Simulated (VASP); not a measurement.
# PbI2 in VASP: further runs

Runs on PbI2. Level: PBE. Tasks: single point.

Program: VASP 6.6.1. These are calculated values, not measurements. Logs are shortened: lines on timing, memory, paths and dates and some standing lists are left out, and cuts for length are marked.

## 1. The cell of the first run

The cell holds a sheet with vacuum, 3 atoms: a = 4.555 Å, b = 4.555 Å, c = 18.000 Å, α = 90.00°, β = 90.00°, γ = 120.00°.

The cell was built from a structure type or drawn by symmetry, and may not be a known phase.

## 2. Single point, PBE

The input, INCAR:

```
ALGO = Normal
DIPOL = 0.5 0.5 0.500
EDIFF = 1E-6
ENCUT = 400
GGA = PE
GGA_COMPAT = False
IDIPOL = 3
ISIF = 2
ISMEAR = 0
LASPH = True
LCHARG = False
LDIPOL = True
LREAL = False
LWAVE = False
NBANDS = 21
NELM = 120
NELMDL = -8
PREC = Accurate
SIGMA = 0.1
```

The input, KPOINTS:

```
k-points
0
Gamma
  6 6 1
```

The input, POSCAR:

```
PbI2
1.0
    4.5550020000      0.0000000000      0.0000000000
   -2.2775010000      3.9447470000      0.0000000000
    0.0000000000      0.0000000000     18.0000000000
Pb I
1 2
Direct
    0.0000000000      0.0000000000      0.5000000000
    0.3333333300      0.6666666700      0.6027169400
    0.6666666700      0.3333333300      0.3972830600
```

Potentials or basis: VASP PAW PBE potentials, release 64 (Pb_d, I).

On the command line:

```console
$ cat potpaw_PBE.64/Pb_d/POTCAR potpaw_PBE.64/I/POTCAR > POTCAR
$ mpirun -np 1 vasp_std > vasp.out
```

OUTCAR:

```text
EDIFF = 1E-6
   ENCUT = 400
   GGA = PE
   ISIF = 2
   ISMEAR = 0
   LASPH = True
   LREAL = False
   NELM = 120
   NELMDL = -8
   PREC = Accurate

 ion  position               nearest neighbor table
   1  0.000  0.000  0.500-   2 3.21   3 3.21   3 3.21   2 3.21   3 3.21   2 3.21
   2  0.333  0.667  0.603-   1 3.21   1 3.21   1 3.21
   3  0.667  0.333  0.397-   1 3.21   1 3.21   1 3.21

  LATTYP: Found a hexagonal cell.
 ALAT       =     4.5550020000
 C/A-ratio  =     3.9516996919

  Lattice vectors:

 A1 = (   4.5550020000,   0.0000000000,   0.0000000000)
 A2 = (  -2.2775010000,   3.9447470000,   0.0000000000)
 A3 = (   0.0000000000,   0.0000000000,  18.0000000000)

Analysis of symmetry for initial positions (statically):
=====================================================================
 Subroutine PRICEL returns:
 Original cell was already a primitive cell.

 Routine SETGRP: Setting up the symmetry group for a
 hexagonal supercell.

 Subroutine GETGRP returns: Found 12 space group operations
 (whereof 12 operations were pure point group operations)
 out of a pool of 24 trial point group operations.

The static configuration has the point symmetry D_3d.

Analysis of symmetry for dynamics (positions and initial velocities):
=====================================================================
 Subroutine PRICEL returns:
 Original cell was already a primitive cell.

 Routine SETGRP: Setting up the symmetry group for a
 hexagonal supercell.

 Subroutine GETGRP returns: Found 12 space group operations
 (whereof 12 operations were pure point group operations)
 out of a pool of 24 trial point group operations.

The dynamic configuration has the point symmetry D_3d.

 Subroutine INISYM returns: Found 12 space group operations
 (whereof 12 operations are pure point group operations),
 and found     1 'primitive' translations

----------------------------------------------------------------------------------------

                                     Primitive cell

  volume of cell :     323.4299

  direct lattice vectors                    reciprocal lattice vectors
     4.555002000  0.000000000  0.000000000     0.219538872  0.126750841  0.000000000
    -2.277501000  3.944747000  0.000000000     0.000000000  0.253501682  0.000000000
     0.000000000  0.000000000 18.000000000     0.000000000  0.000000000  0.055555556

  length of vectors
[... 71 lines left out ...]
   NFREE  =      0    steps in history (QN), initial steepest desc. (CG)
   ISIF   =      2    stress and relaxation
   ISYM   =      2    0-nonsym 1-usesym 2-fastsym
   POTIM  = 0.5000    time-step for ionic-motion
   TEBEG  =    0.0;   TEEND  =   0.0 temperature during run
   PSTRESS=    0.0 pullay stress
   NELECT =      28.0000    total number of electrons
   NUPDOWN=      -1.0000    fix difference up-down
   EMIN   =  10.00;   EMAX   =-10.00  energy-range for DOS
   EFERMI =   0.00;   METHOD = LEGACY
   ISMEAR =     0;   SIGMA  =   0.10  broadening in eV -4-tet -1-fermi 0-gaus
   EFERMI_NEDOS =   21; number of points for ismear=-14 and -15
   IALGO  =     38    algorithm
   IMIX   =      4    mixing-type and parameters
     AMIX     =   0.40;   BMIX     =  1.00
     AMIX_MAG =   1.60;   BMIX_MAG =  1.00
  volume/ion in A,a.u.               =     107.81       727.54
  Fermi-wavevector in a.u.,A,eV,Ry     =   0.724215  1.368568  7.136081  0.524487
  Thomas-Fermi vector in A             =   1.814628
   LORBIT       =      0    0 simple, 1 ext, 2 COOP (PROOUT), +10 PAW based schemes
   GGA     = PE    functional components
   LHFCALC =     F    Hartree Fock is set to
   AEXX    =    0.0000 exact exchange contribution
   IVDW    =     0    specifies the selected vdW correction
   LEPSILON=     F    determine dielectric tensor
   LRPA    =     F    only Hartree local field effects (RPA)
 non-spin polarized calculation
 Gauss-broadening in eV      SIGMA  =   0.10
  energy-cutoff  :      400.00
  volume of cell :      323.43
 maximum number of plane-waves:      5911
 NGX is ok and might be reduce to    30
   NGX = 15   NGY = 15   NGZ = 59

 dipolmoment           0.000000      0.000000      0.000000 electrons x Angstroem

 number of electron      28.0000002 magnetization

 dipolmoment           0.000000      0.000000     -0.000000 electrons x Angstroem

 Free energy of the ion-electron system (eV)
  ---------------------------------------------------
  ext. energy  EPLUGINS =         0.00000000
  ---------------------------------------------------
  free energy    TOTEN  =        -8.57789049 eV

  energy without entropy =       -8.57789049  energy(sigma->0) =       -8.57789049

 E-fermi :  -2.4239     XC(G=0):  -3.6611

 val. band max:       -2.9344453593   @ k =   0.1667   0.0000   0.0000
 cond. band min:      -0.3908416242   @ k =   0.0000   0.0000   0.0000
 fundamental gap:      2.5436037351
 Fermi energy:        -2.4238874890

 k-point     1 :       0.0000    0.0000    0.0000
  band No.  band energies     occupation
      1     -18.8149      2.00000
      2     -18.8149      2.00000
      3     -18.7997      2.00000
      4     -18.7922      2.00000
      5     -18.7922      2.00000
      6     -14.8116      2.00000
[... 157 lines left out ...]
     20       4.6269      0.00000
     21       4.8496      0.00000

------------------------ aborting loop because EDIFF is reached ----------------------------------------

 vacuum level on the upper side and lower side of the slab       (xc-potential included)        -0.110        -0.110

  FORCE on cell =-STRESS in cart. coord.  units (eV):
  Direction    XX          YY          ZZ          XY          YZ          ZX
  --------------------------------------------------------------------------------------
  -------------------------------------------------------------------------------------
  Total        1.2410303      1.2410301      0.9946257     -0.0000000      0.0000000     -0.0000000
  in kB        6.1477012      6.1476998      4.9270847     -0.0000000      0.0000000     -0.0000000
  external PRESSURE =       5.7408286 kB  Pullay stress =       0.0000000 kB

 VOLUME and BASIS-vectors are now :
 -----------------------------------------------------------------------------
  energy-cutoff  :      400.00
  volume of cell :      323.43
      direct lattice vectors                 reciprocal lattice vectors
     4.555002000  0.000000000  0.000000000     0.219538872  0.126750841  0.000000000
    -2.277501000  3.944747000  0.000000000     0.000000000  0.253501682  0.000000000
     0.000000000  0.000000000 18.000000000     0.000000000  0.000000000  0.055555556

 POSITION                                       TOTAL-FORCE (eV/Angst)
 -----------------------------------------------------------------------------------
      0.00000      0.00000      9.00000         0.000000      0.000000      0.000000
     -0.00000      2.62983     10.84890         0.000000      0.000000      0.275247
      2.27750      1.31492      7.15110        -0.000000     -0.000000     -0.275247
 -----------------------------------------------------------------------------------
    total drift:                                0.000000      0.000000      0.000000

  FREE ENERGIE OF THE ION-ELECTRON SYSTEM (eV)
  ---------------------------------------------------
  free  energy   TOTEN  =        -8.5778904933 eV

  energy  without entropy=       -8.5778904933  energy(sigma->0) =       -8.57789049

 vacuum level on the upper side and lower side of the slab         3.390         3.390
```

It took 28 s on 1 thread of AMD EPYC 9R45 (Zen 5), shared host; peak memory 0.28 GiB.

What came out:

```yaml
Free_energy: -8.5779 eV
Largest_force: 0.275 eV/Å
Band_gap_on_the_k_mesh: 2.54 eV (least direct gap 2.91 eV)
```

Forces in eV/Å, atoms in the order of the input:
```
Pb   0.000  0.000  0.000
I    0.000  0.000  0.275
I    0.000  0.000 -0.275
```

Caveat: spin-orbit coupling is left out, which moves the levels of the heavy elements.

## 3. Single point, PBE

This run uses another cell than the first one.

The input, INCAR:

```
  PREC = Accurate
  ENCUT = 400
  EDIFF = 1E-6
  ISMEAR = 0
  SIGMA = 0.1
  LREAL = False
  LASPH = True
  NELM = 120
  ALGO = Normal
  ISIF = 2
  LWAVE = False
  LCHARG = False
  LDIPOL = True
  IDIPOL = 3
  DIPOL = 0.5 0.5 0.289
  GGA = PE
  NBANDS = 21
  GGA_COMPAT = False
  NELMDL = -8
```

The input, KPOINTS:

```
Automatic mesh
0
Gamma
  6 6 1
```

The input, POSCAR:

```
PbI2
1.0
    4.6641649032      0.0000000000      0.0000000000
   -2.3320824516      4.0392852936      0.0000000000
    0.0000000000      0.0000000000     31.1956196800
Pb I
1 2
Direct
    0.0000000000      0.0000000000      0.2885020427
    0.3333333333      0.6666666667      0.3482111353
    0.6666666667      0.3333333333      0.2287929501
```

Potentials or basis: VASP PAW PBE potentials, release 64 (Pb_d, I).

On the command line:

```console
$ cat potpaw_PBE.64/Pb_d/POTCAR potpaw_PBE.64/I/POTCAR > POTCAR
$ mpirun -np 1 vasp_std > vasp.out
```

OUTCAR:

```text
PREC = Accurate
   ENCUT = 400
   EDIFF = 1E-6
   ISMEAR = 0
   LREAL = False
   LASPH = True
   NELM = 120
   ISIF = 2
   GGA = PE
   NELMDL = -8

 ion  position               nearest neighbor table
   1  0.000  0.000  0.289-   2 3.27   3 3.27   2 3.27   3 3.27   2 3.27   3 3.27
   2  0.333  0.667  0.348-   1 3.27   1 3.27   1 3.27
   3  0.667  0.333  0.229-   1 3.27   1 3.27   1 3.27

  LATTYP: Found a hexagonal cell.
 ALAT       =     4.6641649032
 C/A-ratio  =     6.6883612238

  Lattice vectors:

 A1 = (   4.6641649032,   0.0000000000,   0.0000000000)
 A2 = (  -2.3320824516,   4.0392852936,   0.0000000000)
 A3 = (   0.0000000000,   0.0000000000,  31.1956196800)

[... 346 lines left out ...]
  -------------------------------------------------------------------------------------
  Total        0.0216360      0.0216360     -0.0025535     -0.0000000      0.0000000      0.0000000
  in kB        0.0589815      0.0589815     -0.0069610     -0.0000000      0.0000000      0.0000000
  external PRESSURE =       0.0370007 kB  Pullay stress =       0.0000000 kB

 VOLUME and BASIS-vectors are now :
 -----------------------------------------------------------------------------
  energy-cutoff  :      400.00
  volume of cell :      587.72
      direct lattice vectors                 reciprocal lattice vectors
     4.664164903  0.000000000  0.000000000     0.214400653  0.123784275  0.000000000
    -2.332082452  4.039285294  0.000000000     0.000000000  0.247568549  0.000000000
     0.000000000  0.000000000 31.195619680     0.000000000  0.000000000  0.032055783

 POSITION                                       TOTAL-FORCE (eV/Angst)
 -----------------------------------------------------------------------------------
      0.00000      0.00000      9.00000        -0.000000     -0.000000     -0.000000
     -0.00000      2.69286     10.86266        -0.000000      0.000000      0.005907
      2.33208      1.34643      7.13734         0.000000     -0.000000     -0.005907
 -----------------------------------------------------------------------------------
    total drift:                               -0.000000     -0.000000     -0.000077

  FREE ENERGIE OF THE ION-ELECTRON SYSTEM (eV)
  ---------------------------------------------------
  free  energy   TOTEN  =        -8.6127244497 eV

  energy  without entropy=       -8.6127244497  energy(sigma->0) =       -8.61272445

 vacuum level on the upper side and lower side of the slab         1.866         1.867
```

Wall time 57 s (1 thread of AMD EPYC 9R45 (Zen 5), shared host); peak memory 0.4 GiB.

What came out:

| Quantity | Value |
| --- | --- |
| Free energy | -8.6127 eV |
| Largest force | 0.006 eV/Å |
| Band gap on the k mesh | 2.54 eV (least direct gap 2.88 eV) |

Forces on the atoms (eV/Å):
```
Pb   0.000  0.000  0.000
I    0.000  0.000  0.006
I    0.000  0.000 -0.006
```

Levels at points of the mesh, in eV from the valence-band top:
| k point | band 12 | band 13 | band 14 | band 15 | band 16 | band 17 |
| --- | --- | --- | --- | --- | --- | --- |
| (0.00, 0.00, 0.00) | -0.48 | -0.48 | -0.34 | 2.54 | 3.48 | 3.48 |
| (0.50, 0.00, 0.00) | -0.70 | -0.56 | -0.48 | 3.33 | 4.13 | 4.37 |

Caveat: spin-orbit coupling is left out, which moves the levels of the heavy elements.
